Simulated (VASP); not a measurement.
TePb: single point with PBE

TePb:

```
Te Pb
1.0
    -0.08067    3.22700    3.22700
     3.14633    0.00000    3.14633
     3.22700    3.22700   -0.08067
Te Pb
1 1
Direct
  0.50000 0.50000 0.50000
  0.00000 0.00000 0.00000
```

This cell differs from its parent crystal: strain -0.0500 x Voigt [0, 0, 0, 0, 1, 0].

```
Program             : VASP 6.6.1
Task                : single point
Functional          : PBE
Potentials or basis : VASP PAW PBE potentials, release 64 (Te, Pb_d)
Cutoff              : 520 eV
k mesh              : 8 × 8 × 8
Occupations         : gaussian, width 0.05 eV
Spin                : no spin polarisation
```

The pressure is 2.3 GPa and the band gap on the k mesh is 0.45 eV, indirect (least direct gap 0.68 eV).

Stress tensor (GPa, compression positive):
```
2.28 0.00 0.71
0.00 2.23 0.00
0.71 0.00 2.28
```

Levels at points of the mesh, in eV from the valence-band top:
```tsv
k point	band 6	band 7	band 8	band 9	band 10	band 11	band 12	band 13	band 14	band 15
(0.00, 0.00, 0.00)	-12.17	-5.72	-1.69	-1.49	-1.25	3.91	3.96	4.05	5.38	5.69
(0.50, 0.00, 0.00)	-10.76	-8.79	-1.01	-0.87	0.00	0.70	1.22	1.34	8.16	8.47
(0.00, 0.50, 0.00)	-10.68	-8.66	-1.14	-1.05	-0.22	0.45	0.98	1.13	8.32	8.92
(0.50, 0.50, 0.00)	-10.47	-7.41	-4.65	-2.94	-2.94	3.16	5.28	5.38	6.60	9.89
(0.50, 0.00, 0.50)	-10.47	-7.43	-4.65	-3.17	-2.69	3.18	5.30	5.47	6.61	10.01
```

It took 93 s on 1 thread of AMD EPYC 7R43 64-Core Processor (Zen 3) (shared host), peak memory 0.24 GiB.

Caveat: the cell differs from its parent crystal (strain -0.0500 x Voigt [0, 0, 0, 0, 1, 0]); spin-orbit coupling is left out, which moves the levels of the heavy elements. A k mesh can miss the band edges.
